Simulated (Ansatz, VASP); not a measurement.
One calculation of ZnS, two programs

```
Zn S
1.0
     3.69588    0.00000    0.00000
    -1.84794    3.20073    0.00000
     0.00000    0.00000    7.27941
Zn S
2 2
Direct
  0.33333 0.66667 0.00544
  0.66667 0.33333 0.50544
  0.33333 0.66667 0.37956
  0.66667 0.33333 0.87956
```

Alike in both runs: task single point; functional PBEsol; k mesh 9 × 9 × 6; occupations gaussian, width 0.05 eV; no spin polarisation.

```csv
,VASP,Ansatz
version,VASP 6.6.1,Ansatz 0.2.0
potentials or method,"VASP PAW PBE potentials, release 64 (Zn, S), cutoff 520 eV","scalar-relativistic, plane waves, PAW"
valence electrons in the cell,36,36
```

Ansatz gave:

```
gap on the k mesh at the Fermi level (eV)                     : 1.01
least direct gap on the mesh (eV)                             : 1.01
pressure (GPa)                                                : -4.2
traceless stress, the component that is largest in VASP (GPa) : -9.30
rms of the force components (eV/Å)                            : 0.033
```

Task: What did VASP give for the same quantities?

Result: gap on the k mesh at the Fermi level (eV): 1.01; least direct gap on the mesh (eV): 1.01; pressure (GPa): -4.0; traceless stress, the component that is largest in VASP (GPa): -9.37; rms of the force components (eV/Å): 0.027.

VASP's potentials were made for PBE, not for PBEsol. Atom by atom the forces differ by 0.006 eV/Å (rms over components).
